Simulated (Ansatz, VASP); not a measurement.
## One calculation of NbH2, two programs

The input INCAR:

```
ALGO = Normal
EDIFF = 1E-7
ENCUT = 520
GGA = PS
ISIF = 2
ISMEAR = -1
LASPH = True
LCHARG = False
LREAL = False
LWAVE = False
NBANDS = 14
NELM = 80
PREC = Accurate
SIGMA = 0.02
```

KPOINTS

```
k-points
0
Gamma
  13 13 13
```

Contents of POSCAR:

```
NbH2
1.0
    0.0342225000      2.2815000000      2.2815000000
    2.2815000000      0.0342225000      2.2815000000
    2.3157225000      2.3157225000      0.0000000000
Nb H
1 2
Direct
    0.0000000000      0.0000000000      0.0000000000
    0.2500000000      0.2500000000      0.2500000000
    0.7500000000      0.7500000000      0.7500000000
```

Input for Ansatz:

```yaml
crystal:
  lattice:
    - [0.034222499999999996, 2.2815, 2.2815]
    - [2.2815, 0.034222499999999996, 2.2815]
    - [2.3157224999999997, 2.3157224999999997, 0.0]
  atoms:
    - { symbol: Nb, position: [0.0, 0.0, 0.0] }
    - { symbol: H, position: [0.25, 0.25, 0.25] }
    - { symbol: H, position: [0.75, 0.75, 0.75] }
accuracy: low
basis:
  ecutwfc: 653.073269903712
kpoints:
  mp_grid:
    grid: [13, 13, 13]
hamiltonian:
  xc: pbesol
scf:
  self_checks: high
  convergence:
    dr2_threshold: 1.0e-08
  occupations:
    method: fermi_dirac
    width: 0.02
output:
  stress: true
```

Alike in both runs: task single point; functional PBEsol; k mesh 13 × 13 × 13; occupations fermi-dirac, width 0.02 eV; no spin polarisation.

```csv
,VASP,Ansatz
version,VASP 6.6.1,Ansatz 0.2.0
potentials or method,"VASP PAW PBE potentials, release 64 (Nb_sv, H), cutoff 520 eV","plane waves, PAW"
valence electrons in the cell,15,15
```

```csv
,VASP,Ansatz,Ansatz less VASP
gap on the k mesh at the Fermi level (eV),none,none,-
pressure (GPa),-5.6,-5.2,+0.37
"traceless stress, the component that is largest in VASP (GPa)",-3.79,-3.79,-0.001
```

VASP's potentials were made for PBE, not for PBEsol. A gap of «none» marks a metal or a gap that the smearing closes. Ansatz's warnings: stress scf threshold loose.
